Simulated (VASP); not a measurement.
# BN: single point with PBE

BN:

```
B N
1.0
    -0.07135    1.73347    1.73347
     1.73347   -0.07135    1.73347
     1.73347    1.73347   -0.07135
B N
1 1
Cartesian
  -0.0041 -0.0041 -0.0041
  0.8530 0.8530 0.8530
```

This cell differs from its parent crystal: strain along [111] -5.9%.

* Program: VASP 6.6.1
* Task: single point
* Functional: PBE
* Potentials or basis: VASP PAW PBE potentials, release 64 (B, N)
* Cutoff: 520 eV
* k mesh: 12 × 12 × 12
* Occupations: fermi-dirac, width 0.02 eV
* Spin: no spin polarisation

```json
{
 "Pressure": "33.2 GPa",
 "Largest force": "0.092 eV/Å",
 "Band gap on the k mesh": "4.14 eV, indirect (least direct gap 8.37 eV)"
}
```

Forces on the atoms (eV/Å):
```
B   -0.053 -0.053 -0.053
N    0.053  0.053  0.053
```

Stress tensor (GPa, compression positive):
```
33.17 21.42 21.42
21.42 33.17 21.42
21.42 21.42 33.17
```

Levels at points of the mesh, in eV from the valence-band top:
| k point | band 1 | band 2 | band 3 | band 4 | band 5 | band 6 | band 7 | band 8 | band 9 |
| --- | --- | --- | --- | --- | --- | --- | --- | --- | --- |
| (0.00, 0.00, 0.00) | -21.27 | -0.40 | -0.40 | 0.00 | 8.37 | 8.37 | 8.99 | 12.16 | 25.74 |
| (0.50, 0.00, 0.00) | -16.91 | -11.65 | -2.18 | -2.10 | 10.56 | 10.60 | 11.94 | 15.71 | 24.06 |
| (0.50, 0.50, 0.00) | -15.27 | -9.62 | -5.94 | -5.01 | 4.14 | 9.51 | 18.28 | 18.63 | 21.96 |
| (0.50, 0.50, 0.50) | -16.17 | -11.33 | -2.85 | -2.85 | 9.62 | 10.25 | 10.25 | 15.52 | 24.17 |

Wall time 15 s on 1 thread of AMD EPYC 7R13 Processor (Zen 3), on a shared host, peak memory 0.1 GiB.

Caveat: the cell differs from its parent crystal (strain along [111] -5.9%). A k mesh can miss the band edges.
